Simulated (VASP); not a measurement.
# Sn4HO8 (a cell with a defect) in VASP: a series of runs

The runs below take Sn4HO8 (a cell with a defect) through single point, with PBE.

Everything below comes from runs of VASP 6.6.1. Logs are shortened: lines on timing, memory, paths and dates and some standing lists are left out, and cuts for length are marked.

## 1. The cell of the first run

The cell holds a defect, 13 atoms: a = 5.812 Å, b = 5.812 Å, c = 5.814 Å, α = 108.08°, β = 108.08°, γ = 112.28°.

## 2. Single point, PBE

The input, INCAR:

```
SYSTEM = Sn4HO8
PREC = Accurate
ENCUT = 520
EDIFF = 1E-6
ISMEAR = 0
SIGMA = 0.02
LREAL = .FALSE.
LASPH = .TRUE.
NELM = 80
ALGO = Normal
ISIF = 2
LWAVE = .FALSE.
LCHARG = .FALSE.
GGA = PE
NBANDS = 64
```

The input, KPOINTS:

```
Automatic mesh
0
G
  3 3 3
  0 0 0
```

The input, POSCAR:

```
Sn4HO8
1.0
   -4.8265176449      0.0000000000      3.2381666583
    4.8265176449      0.0000000000      3.2381666583
    0.0000000000      4.8283676020     -3.2381666583
Sn O H
4 8 1
Direct
    0.2259631497      0.7581246767      0.4800705313
    0.7589703647      0.2431094100      0.4980708178
    0.0113862054      0.0089759791      0.0019292234
    0.4970128668      0.4945516721      0.0020027473
   -0.0340576446      0.3053833604      0.2670946180
    0.4657770512      0.8051652231      0.2671644138
    0.9280136990      0.7805264105      0.2045165326
    0.4534411358      0.2997327989      0.2492032710
    0.5396561928      0.6940805739      0.7297837055
    0.0595661137      0.2229574152      0.7784643403
    1.0244377300      0.6966152467      0.7150395920
    0.5224708829      0.1946166998      0.7150950973
    0.5207113906      0.5472027472      0.5640092521
```

Potentials or basis: VASP PAW PBE potentials, release 64 (Sn_d, O, H).

On the command line:

```console
$ cat potpaw_PBE.64/Sn_d/POTCAR potpaw_PBE.64/O/POTCAR potpaw_PBE.64/H/POTCAR > POTCAR
$ mpirun -np 1 vasp_std > vasp.out
```

OUTCAR:

```text
SYSTEM = Sn4HO8
   PREC = Accurate
   ENCUT = 520
   EDIFF = 1E-6
   ISMEAR = 0
   LREAL = .FALSE.
   LASPH = .TRUE.
   NELM = 80
   ISIF = 2
   GGA = PE

 ion  position               nearest neighbor table
   1  0.226  0.758  0.480-   7 2.04  11 2.08  12 2.08   6 2.13   5 2.13   9 2.19   2 3.25   2 3.25
                             4 3.63   3 3.63   3 3.72   4 3.72
   2  0.759  0.243  0.498-  10 2.06   6 2.09   5 2.09   8 2.12  11 2.14  12 2.14   1 3.25   1 3.25
                             3 3.73   4 3.73   4 3.75   3 3.75
   3  0.011  0.009  0.002-   7 2.05  10 2.07   5 2.09  11 2.09   8 2.10   9 2.25   4 3.14   4 3.33
                             1 3.63   1 3.72   2 3.73   2 3.75
   4  0.497  0.495  0.002-   7 2.05  10 2.07   6 2.09  12 2.09   8 2.10   9 2.25   3 3.14   3 3.33
                             1 3.63   1 3.72   2 3.73   2 3.75
   5  0.966  0.305  0.267-   2 2.09   3 2.09   1 2.13
   6  0.466  0.805  0.267-   2 2.09   4 2.09   1 2.13
   7  0.928  0.781  0.205-   1 2.04   4 2.05   3 2.05
   8  0.453  0.300  0.249-   4 2.10   3 2.10   2 2.12
   9  0.540  0.694  0.730-  13 1.01   1 2.19   3 2.25   4 2.25
  10  0.060  0.223  0.778-   2 2.06   4 2.07   3 2.07
  11  0.024  0.697  0.715-   1 2.08   3 2.09   2 2.14
  12  0.522  0.195  0.715-   1 2.08   4 2.09   2 2.14
  13  0.521  0.547  0.564-   9 1.01

  LATTYP: Found a face centered orthorhombic cell.
 ALAT       =     6.4763333166
 B/A-ratio  =     1.4905093388
 C/A-ratio  =     1.4910806365

  Lattice vectors:

 A1 = (   4.8265176449,   4.8283676020,   0.0000000000)
 A2 = (   0.0000000000,   4.8283676020,   3.2381666583)
 A3 = (   4.8265176449,   0.0000000000,   3.2381666583)

Analysis of symmetry for initial positions (statically):
=====================================================================
 Subroutine PRICEL returns:
 Original cell was already a primitive cell.

 Routine SETGRP: Setting up the symmetry group for a
 face centered orthorhombic supercell.

 Subroutine GETGRP returns: Found  1 space group operations
 (whereof  1 operations were pure point group operations)
 out of a pool of  8 trial point group operations.

The static configuration has the point symmetry C_1 .

Analysis of symmetry for dynamics (positions and initial velocities):
=====================================================================
 Subroutine PRICEL returns:
 Original cell was already a primitive cell.

 Routine SETGRP: Setting up the symmetry group for a
 face centered orthorhombic supercell.

[... 129 lines left out ...]
   EFERMI =   0.00;   METHOD = LEGACY
   ISMEAR =     0;   SIGMA  =   0.02  broadening in eV -4-tet -1-fermi 0-gaus
   EFERMI_NEDOS =   21; number of points for ismear=-14 and -15
   IALGO  =     38    algorithm
   IMIX   =      4    mixing-type and parameters
     AMIX     =   0.40;   BMIX     =  1.00
     AMIX_MAG =   1.60;   BMIX_MAG =  1.00
  volume/ion in A,a.u.               =      11.61        78.35
  Fermi-wavevector in a.u.,A,eV,Ry     =   1.450608  2.741252 28.630251  2.104264
  Thomas-Fermi vector in A             =   2.568201
   LORBIT       =      0    0 simple, 1 ext, 2 COOP (PROOUT), +10 PAW based schemes
   GGA     = PE    functional components
   LHFCALC =     F    Hartree Fock is set to
   AEXX    =    0.0000 exact exchange contribution
   IVDW    =     0    specifies the selected vdW correction
   LEPSILON=     F    determine dielectric tensor
   LRPA    =     F    only Hartree local field effects (RPA)
 non-spin polarized calculation
 Gauss-broadening in eV      SIGMA  =   0.02
  energy-cutoff  :      520.00
  volume of cell :      150.93
 maximum number of plane-waves:      4076
 NGX is ok and might be reduce to    48
   NGX = 21   NGY = 21   NGZ = 21

 number of electron     104.9999996 magnetization

 Free energy of the ion-electron system (eV)
  ---------------------------------------------------
  ext. energy  EPLUGINS =         0.00000000
  ---------------------------------------------------
  free energy    TOTEN  =       -77.27245373 eV

  energy without entropy =      -77.27178794  energy(sigma->0) =      -77.27212083

 E-fermi :   9.0271     XC(G=0): -11.0902

 val. band max:        8.4423518150   @ k =  -0.0000  -0.3333   0.0000
 cond. band min:       9.0366140264   @ k =  -0.3333   0.3333  -0.3333
 fundamental gap:      0.5942622114
 Fermi energy:         9.0270753009

 k-point     1 :       0.0000    0.0000    0.0000
  band No.  band energies     occupation
      1     -15.1804      2.00000
      2     -15.0514      2.00000
      3     -14.7585      2.00000
      4     -14.5265      2.00000
      5     -14.4930      2.00000
      6     -14.4184      2.00000
[... 927 lines left out ...]
     63      15.6589      0.00000
     64      15.9230      0.00000

------------------------ aborting loop because EDIFF is reached ----------------------------------------

  FORCE on cell =-STRESS in cart. coord.  units (eV):
  Direction    XX          YY          ZZ          XY          YZ          ZX
  --------------------------------------------------------------------------------------
  -------------------------------------------------------------------------------------
  Total       10.9003910      6.5392235     11.1171211     -3.7357611     -0.0000315     -0.0002869
  in kB      115.7148890     69.4181992    118.0156222    -39.6575842     -0.0003345     -0.0030453
  external PRESSURE =     101.0495701 kB  Pullay stress =       0.0000000 kB

 VOLUME and BASIS-vectors are now :
 -----------------------------------------------------------------------------
  energy-cutoff  :      520.00
  volume of cell :      150.93
      direct lattice vectors                 reciprocal lattice vectors
    -4.826517645  0.000000000  3.238166658    -0.103594359  0.103554667  0.154408359
     4.826517645  0.000000000  3.238166658     0.103594359  0.103554667  0.154408359
     0.000000000  4.828367602 -3.238166658     0.000000000  0.207109334  0.000000000

 POSITION                                       TOTAL-FORCE (eV/Angst)
 -----------------------------------------------------------------------------------
      2.56849      2.31796      1.63209        -0.006322      0.010052      0.000103
     -2.48981      2.40487      1.63206         0.007210      0.000941      0.000297
     -0.01163      0.00931      0.05969         0.009384     -0.012923     -0.023397
     -0.01188      0.00967      3.20437         0.009362     -0.014021      0.023718
     -3.18820      1.28963      3.25187        -0.002941     -0.014459      0.006186
      1.63806      1.28997      3.25040        -0.002709     -0.015365     -0.006335
     -0.71185      0.98748      4.87028         0.001053      0.013271      0.000889
     -0.74188      1.20325      1.63194         0.001741      0.037272     -0.000971
      0.74533      3.52366      1.63188         0.033299      0.073593     -0.000394
      0.78861      3.75871     -1.60594         0.006735     -0.021571     -0.000625
      3.24428      3.45247      0.01947         0.005679      0.014647     -0.009702
     -1.58239      3.45274      0.00645         0.005007      0.013434      0.009943
      0.12786      2.72324      1.63173        -0.067499     -0.084870      0.000287
 -----------------------------------------------------------------------------------
    total drift:                                0.000080      0.001139     -0.000024

  FREE ENERGIE OF THE ION-ELECTRON SYSTEM (eV)
  ---------------------------------------------------
  free  energy   TOTEN  =       -77.2724537256 eV

  energy  without entropy=      -77.2717879420  energy(sigma->0) =      -77.27212083
```

stdout:

```text
POSCAR found type information on POSCAR SnO H
 POSCAR found :  3 types and      13 ions
 scaLAPACK will be used
 LDA part: xc-table for (Slater+PW92), standard interpolation
 POSCAR, INCAR and KPOINTS ok, starting setup
 FFT: planning ... GRIDC
 FFT: planning ... GRID_SOFT
 FFT: planning ... GRID
 WAVECAR not read
 entering main loop
```

Run time: 1.8 min. Hardware: 1 thread of Intel Xeon 6975P-C (Granite Rapids), shared host; peak memory 0.37 GiB.

Results:

- Free energy: -77.2725 eV
- Pressure: 10.1 GPa
- Largest force: 0.108 eV/Å
- Band gap on the k mesh: zero (an odd number of electrons rules out a gap without spin polarisation)

Forces on the atoms (eV/Å):
```
Sn  -0.006  0.010  0.000
Sn   0.007  0.001  0.000
Sn   0.009 -0.013 -0.023
Sn   0.009 -0.014  0.024
O   -0.003 -0.014  0.006
O   -0.003 -0.015 -0.006
O    0.001  0.013  0.001
O    0.002  0.037 -0.001
O    0.033  0.074  0.000
O    0.007 -0.022 -0.001
O    0.006  0.015 -0.010
O    0.005  0.013  0.010
H   -0.067 -0.085  0.000
```

Stress tensor (GPa, compression positive):
```
11.57 -3.97  0.00
-3.97  6.94  0.00
 0.00  0.00 11.80
```

Levels at points of the mesh, in eV from the Fermi level:
```csv
k point,band 49,band 50,band 51,band 52,band 53,band 54,band 55,band 56
"(0.00, 0.00, 0.00)",-4.12,-3.87,-3.86,-3.76,-2.66,0.78,0.92,2.19
```

Caveat: the k points lie up to 0.45 Å⁻¹ apart, too coarse for converged energies and pressures of a metal; spin-orbit coupling is left out, which moves the levels of the heavy elements; an odd number of electrons without spin polarisation forces a metal; a magnetic or distorted state may lie lower.

## 3. Single point, PBE

The input, INCAR:

```
SYSTEM = Sn4HO8
PREC = Accurate
ENCUT = 520
EDIFF = 1E-7
ISMEAR = 0
SIGMA = 0.02
LREAL = .False.
LASPH = .True.
NELM = 60
ALGO = Normal
ISIF = 2
LWAVE = .False.
LCHARG = .True.
GGA = PE
LELF = .True.
LVHAR = .True.
NELECT = 104.0
NBANDS = 64
```

The input, KPOINTS:

```
Automatic mesh
0
Gamma
  3 3 3
  0 0 0
```

The input, POSCAR:

```
Sn4HO8
1.0
   -4.8265176449      0.0000000000      3.2381666583
    4.8265176449      0.0000000000      3.2381666583
    0.0000000000      4.8283676020     -3.2381666583
Sn O H
4 8 1
Direct
    0.2248528417      0.7572037392      0.4783993661
    0.7584525751      0.2435734878      0.4983688481
    0.0115775809      0.0092516804      0.0019710595
    0.4963764885      0.4940507951      0.0019704382
   -0.0267730913      0.3070504060      0.2753402619
    0.4719468635      0.8057703608      0.2753398477
    0.9260214673      0.7726054737      0.1949696207
    0.4510636054      0.2907156989      0.2381214718
    0.5420807665      0.7014028817      0.7398258158
    0.0602024722      0.2297922386      0.7863376016
    1.0170903893      0.6955225190      0.7063830431
    0.5145173773      0.1929495071      0.7063826289
    0.5252281990      0.5552208377      0.5767899691
```

Potentials or basis: VASP PAW PBE potentials, release 64 (Sn_d, O, H).

On the command line:

```console
$ cat potpaw_PBE.64/Sn_d/POTCAR potpaw_PBE.64/O/POTCAR potpaw_PBE.64/H/POTCAR > POTCAR
$ mpirun -np 1 vasp_std > vasp.out
```

It took 5.9 min on 1 thread of AMD EPYC, shared host; peak memory 0.32 GiB.

The run converged. Its results:

```
Free energy   : -85.4694 eV
Largest force : 0.104 eV/Å
```

Forces in eV/Å, atoms in the order of the input:
```
Sn  -0.006  0.000  0.000
Sn   0.008  0.002  0.000
Sn   0.006 -0.002 -0.016
Sn   0.006 -0.002  0.016
O   -0.004 -0.010  0.007
O   -0.004 -0.010 -0.007
O    0.002  0.003  0.000
O   -0.012  0.036  0.000
O    0.037  0.060  0.000
O    0.012 -0.022  0.000
O    0.009  0.015 -0.013
O    0.009  0.015  0.013
H   -0.062 -0.084  0.000
```

Levels at points of the mesh, in eV from the Fermi level:
| k point | band 50 | band 51 | band 52 | band 53 | band 54 | band 55 |
| --- | --- | --- | --- | --- | --- | --- |
| (0.00, 0.00, 0.00) | -0.46 | -0.42 | -0.18 | 0.84 | 4.38 | 4.50 |

Caveat: the k points lie up to 0.45 Å⁻¹ apart; the cell carries a net charge on a neutralising background, which shifts energy and pressure; the cell is charged against a uniform background, so pressure and absolute levels hang on convention; spin-orbit coupling is left out, which moves the levels of the heavy elements.
